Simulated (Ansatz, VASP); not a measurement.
## Ba2SiSbO6: VASP beside Ansatz

The input INCAR:

```
SYSTEM = Ba2SiSbO6
  ALGO = Normal
  EDIFF = 1E-6
  ENCUT = 520
  GGA = PE
  ISIF = 2
  ISMEAR = 1
  LASPH = .True.
  LCHARG = .False.
  LREAL = .False.
  LWAVE = .False.
  NBANDS = 44
  NELM = 60
  PREC = Accurate
  SIGMA = 0.0277
```

KPOINTS

```
k-points
0
Gamma
  4 4 4
  0 0 0
```

File POSCAR:

```
Ba2SiSbO6
1.0
    0.0000000000      4.1690350000      4.1690350000
    4.1690350000      0.0000000000      4.1690350000
    4.1690350000      4.1690350000      0.0000000000
Si O Sb Ba
1 6 1 2
Direct
    0.5000000000      0.5000000000      0.5000000000
    0.7650000000      0.2350000000      0.2350000000
    0.2350000000      0.7650000000      0.2350000000
    0.2350000000      0.7650000000      0.7650000000
    0.7650000000      0.2350000000      0.7650000000
    0.2350000000      0.2350000000      0.7650000000
    0.7650000000      0.7650000000      0.2350000000
    0.0000000000      0.0000000000      0.0000000000
    0.2500000000      0.2500000000      0.2500000000
    0.7500000000      0.7500000000      0.7500000000
```

Input for Ansatz:

```yaml
crystal:
  lattice:
    - [0.0, 4.169035, 4.169035]
    - [4.169035, 0.0, 4.169035]
    - [4.169035, 4.169035, 0.0]
  atoms:
    - { symbol: Si, position: [0.5, 0.5, 0.5] }
    - { symbol: O, position: [0.765, 0.235, 0.235] }
    - { symbol: O, position: [0.235, 0.765, 0.235] }
    - { symbol: O, position: [0.235, 0.765, 0.765] }
    - { symbol: O, position: [0.765, 0.235, 0.765] }
    - { symbol: O, position: [0.235, 0.235, 0.765] }
    - { symbol: O, position: [0.765, 0.765, 0.235] }
    - { symbol: Sb, position: [0.0, 0.0, 0.0] }
    - { symbol: Ba, position: [0.25, 0.25, 0.25] }
    - { symbol: Ba, position: [0.75, 0.75, 0.75] }
  symmetry: { tolerance: 0.0003 }
kpoints:
  mp_grid: { grid: [4, 4, 4], shift: [0, 0, 0] }
magnetization:
  spin_polarized: false
scf:
  occupations: { method: methfessel_paxton, width: 0.0277 }
hamiltonian:
  pseudopotentials: { kind: paw }
  xc: pbe
basis:
  ecutwfc: 420
output:
  forces: true
  stress: true
  eigenvalues: true
```

Alike in both runs: task single point; functional PBE; k mesh 4 × 4 × 4; occupations methfessel-paxton of order 1, width 0.0277 eV; no spin polarisation.

```csv
,VASP,Ansatz
version,VASP 6.6.1,Ansatz 0.2.0
potentials or method,"VASP PAW PBE potentials, release 64 (Si, O, Sb, Ba_sv), cutoff 520 eV",PAW plane waves
valence electrons in the cell,65,75
```

|  | VASP | Ansatz | Ansatz less VASP |
| --- | --- | --- | --- |
| gap on the k mesh at the Fermi level (eV) | none | none | - |
| pressure (GPa) | -0.2 | -1.2 | -0.97 |
| rms of the force components (eV/Å) | 1.300 | 1.278 | -0.0221 |

Atom by atom the forces differ by 0.022 eV/Å (rms over components). A gap of «none» marks a metal or a gap that the smearing closes. The functional is the same, so the differences come from potentials, cutoffs and numerics. VASP's potentials hold 65 valence electrons a cell and Ansatz's 75, so a difference there can come from the potentials and not from the codes.

Neither program's run includes spin-orbit coupling.
